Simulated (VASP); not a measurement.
# Ni (I4/mmm) in VASP: further runs

Ni is run at these levels: RPBE; tasks: single point.

All numbers are computed with VASP 6.6.1; they aren't measurements. Logs are shortened: lines on timing, memory, paths and dates and some standing lists are left out, and cuts for length are marked.

### Step 1. The cell of the first run

The typed cell holds 2 atoms: a = 2.574 Å, b = 2.574 Å, c = 3.636 Å, α = 90.00°, β = 90.00°, γ = 90.00°.

### Step 2. Single point, RPBE, collinear spin, ferromagnetic start (12.04 Å³/atom)

Input file INCAR:

```
ALGO     = Normal         # electronic algorithm
EDIFF    = 1E-7           # SCF threshold, eV
ENCUT    = 520            # plane-wave cutoff, eV
GGA      = RP             # functional
ISIF     = 2              # what is computed and relaxed
ISMEAR   = -1             # smearing method
ISPIN    = 2              # spin polarisation
LASPH    = T              # aspherical terms in the spheres
LCHARG   = F              # write CHGCAR
LMAXMIX  = 4              # l up to which the mixer works
LORBIT   = 11             # projections on sites
LREAL    = F              # projectors in reciprocal space
LWAVE    = F              # write WAVECAR
MAGMOM   = 0.691 0.691    # initial moments
NBANDS   = 21             # bands
NELM     = 150            # most SCF steps
PREC     = Accurate       # precision mode
SIGMA    = 0.05           # smearing width, eV
```

Input file KPOINTS:

```
k-points
0
Gamma
  20 20 15
```

Input file POSCAR:

```
Ni
1.0
    2.5737174247      0.0000000000      0.0000000000
    0.0000000000      2.5737174247      0.0000000000
    0.0000000000      0.0000000000      3.6360246736
Ni
2
Direct
    0.0000000000      0.0000000000      0.0000000000
    0.5000000000      0.5000000000      0.5000000000
```

Potentials or basis: VASP PAW PBE potentials, release 64 (Ni).

The run is started by

```console
cat potpaw_PBE.64/Ni/POTCAR > POTCAR
mpirun -np 1 vasp_std > vasp.out
```

OUTCAR:

```text
EDIFF = 1E-7
   ENCUT = 520
   GGA = RP
   ISIF = 2
   ISMEAR = -1
   ISPIN = 2
   LASPH = T
   LORBIT = 11
   LREAL = F
   NELM = 150
   PREC = Accurate

 ion  position               nearest neighbor table
   1  0.000  0.000  0.000-   2 2.57   2 2.57   2 2.57   2 2.57   2 2.57   2 2.57   2 2.57   2 2.57

   2  0.500  0.500  0.500-   1 2.57   1 2.57   1 2.57   1 2.57   1 2.57   1 2.57   1 2.57   1 2.57

  LATTYP: Found a simple tetragonal cell.
 ALAT       =     2.5737174247
 C/A-ratio  =     1.4127520911

  Lattice vectors:

 A1 = (   2.5737174247,   0.0000000000,   0.0000000000)
 A2 = (   0.0000000000,   2.5737174247,   0.0000000000)
 A3 = (   0.0000000000,   0.0000000000,   3.6360246736)

Analysis of symmetry for initial positions (statically):
=====================================================================
 Subroutine PRICEL returns following result:

  LATTYP: Found a body centered tetragonal cell.
 ALAT       =     2.5737174247
 C/A-ratio  =     1.4127520911

  Lattice vectors:

 A1 = (  -1.2868587123,  -1.2868587123,  -1.8180123368)
 A2 = (   1.2868587123,   1.2868587123,  -1.8180123368)
 A3 = (   1.2868587123,  -1.2868587123,   1.8180123368)

   2 primitive cells build up your supercell.

 Routine SETGRP: Setting up the symmetry group for a
 simple tetragonal supercell.

 Subroutine GETGRP returns: Found 16 space group operations
 (whereof 16 operations were pure point group operations)
 out of a pool of 16 trial point group operations.

The static configuration has the point symmetry D_4h.

Analysis of symmetry for dynamics (positions and initial velocities):
=====================================================================
 Subroutine PRICEL returns following result:

  LATTYP: Found a body centered tetragonal cell.
 ALAT       =     2.5737174247
 C/A-ratio  =     1.4127520911

  Lattice vectors:

 A1 = (  -1.2868587123,  -1.2868587123,  -1.8180123368)
 A2 = (   1.2868587123,   1.2868587123,  -1.8180123368)
 A3 = (   1.2868587123,  -1.2868587123,   1.8180123368)

   2 primitive cells build up your supercell.

 Routine SETGRP: Setting up the symmetry group for a
 simple tetragonal supercell.

 Subroutine GETGRP returns: Found 16 space group operations
 (whereof 16 operations were pure point group operations)
 out of a pool of 16 trial point group operations.

The dynamic configuration has the point symmetry D_4h.

Analysis of structural, dynamic, and magnetic symmetry:
=====================================================================
 Subroutine PRICEL returns following result:

  LATTYP: Found a body centered tetragonal cell.
 ALAT       =     2.5737174247
 C/A-ratio  =     1.4127520911

  Lattice vectors:

 A1 = (  -1.2868587123,  -1.2868587123,  -1.8180123368)
 A2 = (   1.2868587123,   1.2868587123,  -1.8180123368)
 A3 = (   1.2868587123,  -1.2868587123,   1.8180123368)

   2 primitive cells build up your supercell.

 Routine SETGRP: Setting up the symmetry group for a
 simple tetragonal supercell.

 Subroutine GETGRP returns: Found 16 space group operations
 (whereof 16 operations were pure point group operations)
 out of a pool of 16 trial point group operations.

The overall configuration has the point symmetry D_4h.

 Subroutine INISYM returns: Found 16 space group operations
 (whereof 16 operations are pure point group operations),
 and found     2 'primitive' translations

----------------------------------------------------------------------------------------

                                     Primitive cell

  volume of cell :      12.0426

  direct lattice vectors                    reciprocal lattice vectors
    -1.286858712 -1.286858712 -1.818012337     0.000000000 -0.388543043 -0.275025636
     1.286858712  1.286858712 -1.818012337     0.388543043  0.000000000 -0.275025636
     1.286858712 -1.286858712  1.818012337     0.388543043 -0.388543043  0.000000000

  length of vectors
     2.572387908  2.572387908  2.572387908     0.476030248  0.476030248  0.549482841

  position of ions in fractional coordinates (direct lattice)
     0.000000000  0.000000000  0.000000000

  ion indices of the primitive-cell ions
   primitive index   ion index
                 1           1

----------------------------------------------------------------------------------------

 KPOINTS: k-points

Automatic generation of k-mesh.
 Grid dimensions read from file:
 generate k-points for:   20   20   15

 Generating k-lattice:

  Cartesian coordinates                     Fractional coordinates (reciprocal lattice)
     0.019427152  0.000000000  0.000000000     0.050000000  0.000000000  0.000000000
     0.000000000  0.019427152  0.000000000     0.000000000  0.050000000  0.000000000
     0.000000000  0.000000000  0.018335042     0.000000000  0.000000000  0.066666667

  Length of vectors
     0.019427152  0.019427152  0.018335042

  Shift w.r.t. Gamma in fractional coordinates (k-lattice)
     0.000000000  0.000000000  0.000000000

 Subroutine IBZKPT returns following result:
 ===========================================

 Found    528 irreducible k-points:

 Following reciprocal coordinates:
            Coordinates               Weight
  0.000000  0.000000  0.000000      1.000000
  0.050000  0.000000  0.000000      4.000000
  0.100000  0.000000  0.000000      4.000000
  0.150000  0.000000  0.000000      4.000000
  0.200000  0.000000  0.000000      4.000000
  0.250000  0.000000  0.000000      4.000000
[... 16 lines left out ...]
  0.150000  0.100000  0.000000      8.000000
  0.200000  0.100000  0.000000      8.000000
 [... further k-points ...]
   k-points           NKPTS =    528   k-points in BZ     NKDIM =    528   number of bands    NBANDS=     21
   number of dos      NEDOS =    301   number of ions     NIONS =      2
   total plane-waves  NPLWV =  11200
   dimension x,y,z NGX =    20 NGY =   20 NGZ =   28
   dimension x,y,z NGXF=    40 NGYF=   40 NGZF=   56
   ions per type =               2
   NGX,Y,Z   is equivalent  to a cutoff of  12.92, 12.92, 12.80 a.u.
   NGXF,Y,Z  is equivalent  to a cutoff of  25.84, 25.84, 25.60 a.u.
 SYSTEM =  unknown system
   PREC   = accura    normal or accurate (medium, high low for compatibility)
   ISTART =      0    job   : 0-new  1-cont  2-samecut
   ICHARG =      2    charge: 1-file 2-atom 10-const
   ISPIN  =      2    spin polarized calculation?
   LNONCOLLINEAR =      F non collinear calculations
   LSORBIT =      F    spin-orbit coupling
   LASPH  =      T    aspherical Exc in radial PAW
   ENCUT  =  520.0 eV  38.22 Ry    6.18 a.u.   4.79  4.79  6.76*2*pi/ulx,y,z
   NELM   =    150;   NELMIN=  2; NELMDL= -5     # of ELM steps
   EDIFF  = 0.1E-06   stopping-criterion for ELM
   LREAL  =      F    real-space projection
   EDIFFG = 0.1E-05   stopping-criterion for IOM
   NSW    =      0    number of steps for IOM
   IBRION =     -1    ionic relax: 0-MD 1-quasi-New 2-CG
   NFREE  =      0    steps in history (QN), initial steepest desc. (CG)
   ISIF   =      2    stress and relaxation
   ISYM   =      2    0-nonsym 1-usesym 2-fastsym
   POTIM  = 0.5000    time-step for ionic-motion
   TEBEG  =    0.0;   TEEND  =   0.0 temperature during run
   PSTRESS=    0.0 pullay stress
   NELECT =      20.0000    total number of electrons
   NUPDOWN=      -1.0000    fix difference up-down
   EMIN   =  10.00;   EMAX   =-10.00  energy-range for DOS
   EFERMI =   0.00;   METHOD = LEGACY
   ISMEAR =    -1;   SIGMA  =   0.05  broadening in eV -4-tet -1-fermi 0-gaus
   EFERMI_NEDOS =   21; number of points for ismear=-14 and -15
   IALGO  =     38    algorithm
   IMIX   =      4    mixing-type and parameters
     AMIX     =   0.40;   BMIX     =  1.00
     AMIX_MAG =   1.60;   BMIX_MAG =  1.00
  volume/ion in A,a.u.               =      12.04        81.27
  Fermi-wavevector in a.u.,A,eV,Ry     =   1.538752  2.907820 32.215302  2.367758
  Thomas-Fermi vector in A             =   2.645076
   LORBIT       =     11    0 simple, 1 ext, 2 COOP (PROOUT), +10 PAW based schemes
   GGA     = RP    functional components
   LHFCALC =     F    Hartree Fock is set to
   AEXX    =    0.0000 exact exchange contribution
   IVDW    =     0    specifies the selected vdW correction
   LEPSILON=     F    determine dielectric tensor
   LRPA    =     F    only Hartree local field effects (RPA)
 spin polarized calculation
  energy-cutoff  :      520.00
  volume of cell :       24.09
 maximum number of plane-waves:       667
 NGX is ok and might be reduce to    20
   NGX =  9   NGY =  9   NGZ = 13

 number of electron      20.0000037 magnetization       1.3130662

 Free energy of the ion-electron system (eV)
  ---------------------------------------------------
  ext. energy  EPLUGINS =         0.00000000
  ---------------------------------------------------
  free energy    TOTEN  =        -9.86373695 eV

  energy without entropy =       -9.83226797  energy(sigma->0) =       -9.84800246

 E-fermi :   8.1813     XC(G=0): -12.5409

 val. band max:        8.1799547714   @ k =   0.3500   0.3500   0.3333
 cond. band min:       8.1815275821   @ k =   0.4000   0.0000   0.2000
 fundamental gap:      0.0015728107
 Fermi energy:         8.1813462697

 spin component 1

 k-point     1 :       0.0000    0.0000    0.0000
  band No.  band energies     occupation
      1      -0.1352      1.00000
      2       4.0783      1.00000
      3       4.4429      1.00000
      4       5.9381      1.00000
      5       5.9381      1.00000
      6       5.9456      1.00000
[... 565 lines left out ...]
     20      32.2243      0.00000
     21      35.6917      0.00000

 [... further k-points ...]

 spin component 2

 k-point     1 :       0.0000    0.0000    0.0000
  band No.  band energies     occupation
      1      -0.2131      1.00000
      2       4.4381      1.00000
      3       5.1134      1.00000
      4       6.7579      1.00000
      5       6.7579      1.00000
      6       6.7614      1.00000
[... 565 lines left out ...]
     20      32.1369      0.00000
     21      35.7498      0.00000

 [... further k-points ...]

------------------------ aborting loop because EDIFF is reached ----------------------------------------

  FORCE on cell =-STRESS in cart. coord.  units (eV):
  Direction    XX          YY          ZZ          XY          YZ          ZX
  --------------------------------------------------------------------------------------
  -------------------------------------------------------------------------------------
  Total       -1.5697215     -1.5697215     -1.5485556      0.0000000     -0.0000000     -0.0000000
  in kB     -104.4202319   -104.4202319   -103.0122425      0.0000000     -0.0000000     -0.0000000
  external PRESSURE =    -103.9509021 kB  Pullay stress =       0.0000000 kB

 VOLUME and BASIS-vectors are now :
 -----------------------------------------------------------------------------
  energy-cutoff  :      520.00
  volume of cell :       24.09
      direct lattice vectors                 reciprocal lattice vectors
     2.573717425  0.000000000  0.000000000     0.388543043  0.000000000  0.000000000
     0.000000000  2.573717425  0.000000000     0.000000000  0.388543043  0.000000000
     0.000000000  0.000000000  3.636024674     0.000000000  0.000000000  0.275025636

 POSITION                                       TOTAL-FORCE (eV/Angst)
 -----------------------------------------------------------------------------------
      0.00000      0.00000      0.00000        -0.000000     -0.000000     -0.000000
      1.28686      1.28686      1.81801         0.000000      0.000000      0.000000
 -----------------------------------------------------------------------------------
    total drift:                               -0.000000      0.000000      0.000000

  FREE ENERGIE OF THE ION-ELECTRON SYSTEM (eV)
  ---------------------------------------------------
  free  energy   TOTEN  =        -9.8637369467 eV

  energy  without entropy=       -9.8322679688  energy(sigma->0) =       -9.84800246

 total charge

# of ion       s       p       d       tot
------------------------------------------
    1        0.455   0.414   8.271   9.140
    2        0.455   0.414   8.271   9.140
--------------------------------------------------
tot          0.911   0.828  16.542  18.280

 magnetization (x)

# of ion       s       p       d       tot
------------------------------------------
    1       -0.007  -0.027   0.714   0.680
    2       -0.007  -0.027   0.714   0.680
--------------------------------------------------
tot         -0.015  -0.053   1.429   1.361
```

Run time: 3.6 min. Hardware: 1 thread of AMD EPYC 9R45 (Zen 5), shared host; peak memory 0.4 GiB.

Results:

```
Free energy                                           : -9.8637 eV
Pressure                                              : -10.4 GPa
Net moment                                            : 1.31 μB per cell
Site moments                                          : Ni +0.68 μB
Valence electrons inside the program's atomic spheres : Ni 9.14
```

Stress tensor (GPa, compression positive):
```
-10.44   0.00   0.00
  0.00 -10.44   0.00
  0.00   0.00 -10.30
```

Caveat: the cell stands under tension; the PAW data sets were made with another functional, which shifts forces and pressure a little.

[end of part 1 of 2]
